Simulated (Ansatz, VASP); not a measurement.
**PbS: VASP beside Ansatz**

The input POSCAR:

```
PbS
1.0
    5.9555923527      0.0000000000      0.0000000000
    0.0000000000      2.9685439711      2.9685439985
    0.0000000000     -2.9685439711      2.9685439985
Pb S
2 2
Direct
    0.7498944807      0.2605185143      0.7605185143
    0.2501055193      0.7605185143      0.2605185143
    0.7496621079      0.7604814857      0.2604814857
    0.2503378921      0.2604814857      0.7604814857
```

The input INCAR.step1:

```
ALGO     = Normal         # electronic algorithm
EDIFF    = 1E-5           # SCF threshold, eV
ENCUT    = 400            # plane-wave cutoff, eV
GGA      = PE             # functional
GGA_COMPAT= F            
ISIF     = 2              # what is computed and relaxed
ISMEAR   = 0              # smearing method
LASPH    = T              # aspherical terms in the spheres
LREAL    = F              # projectors in reciprocal space
LWAVE    = T              # write WAVECAR
NBANDS   = 28             # bands
NELM     = 120            # most SCF steps
PREC     = Accurate       # precision mode
SIGMA    = 0.01           # smearing width, eV
```

File INCAR.step2:

```
AEXX     = 1.0            # exact-exchange fraction
AGGAC    = 1.0          
ALDAC    = 1.0          
ALGO     = Normal         # electronic algorithm
EDIFF    = 1E-6           # SCF threshold, eV
ENCUT    = 400            # plane-wave cutoff, eV
GGA      = PE             # functional
GGA_COMPAT= F            
HFSCREEN = 0.5            # screening, 1/A
ISIF     = 2              # what is computed and relaxed
ISMEAR   = 0              # smearing method
ISTART   = 1            
LASPH    = T              # aspherical terms in the spheres
LCHARG   = T              # write CHGCAR
LELF     = T              # ELF
LHFCALC  = T              # exact exchange
LREAL    = F              # projectors in reciprocal space
LVHAR    = T            
LWAVE    = F              # write WAVECAR
NBANDS   = 28             # bands
NELM     = 120            # most SCF steps
PREC     = Accurate       # precision mode
PRECFOCK = Normal       
SIGMA    = 0.01           # smearing width, eV
```

The input KPOINTS:

```
k-points
0
Gamma
  2 4 4
```

Input for Ansatz:

```yaml
crystal:
  lattice:
    - [5.9555923527, 0.0, 0.0]
    - [0.0, 2.9685439711, 2.9685439985]
    - [0.0, -2.9685439711, 2.9685439985]
  atoms:
    - { symbol: Pb, position: [0.7498944807, 0.2605185143, 0.7605185143] }
    - { symbol: Pb, position: [0.2501055193, 0.7605185143, 0.2605185143] }
    - { symbol: S, position: [0.7496621079, 0.7604814857, 0.2604814857] }
    - { symbol: S, position: [0.2503378921, 0.2604814857, 0.7604814857] }
kpoints:
  mp_grid: { grid: [2, 4, 4] }
hamiltonian:
  xc: { exchange: pbe, correlation: pbe, exx: { coeff: 1.0, omega: 0.5 } }
scf:
  occupations: { method: fixed }
  n_extra_bands: 5
output:
  forces: true
  stress: true
  eigenvalues: true
```

Alike in both runs: task single point; functional PBE-based screened hybrid with a share of 1.0 of exact exchange and HFSCREEN = 0.5; k mesh 2 × 4 × 4; no spin polarisation.

|  | VASP | Ansatz |
| --- | --- | --- |
| version | VASP 6.6.1 | Ansatz 0.2.0 |
| potentials or method | VASP PAW PBE potentials, release 64 (Pb_d, S) | plane waves |
| plane-wave cutoff (eV) | 400 | 420 |
| occupations | gaussian, width 0.01 eV | fixed |
| valence electrons in the cell | 40 | 40 |

|  | VASP | Ansatz | Ansatz less VASP |
| --- | --- | --- | --- |
| gap on the k mesh at the Fermi level (eV) | 1.05 | 1.03 | -0.021 |
| pressure (GPa) | 0.2 | 0.3 | +0.10 |
| traceless stress, the component that is largest in VASP (GPa) | 3.40 | 3.40 | +0.001 |
| rms of the force components (eV/Å) | 0.003 | 0.003 | +0.0002 |

VASP's potentials were made for PBE, not for PBE-based screened hybrid. Atom by atom the forces differ by 0.000 eV/Å (rms over components). Ansatz's warnings: stress exchange threshold loose, stress scf threshold loose.

The k mesh is coarse, so the values compare programs but aren't converged. Neither program's run includes spin-orbit coupling.
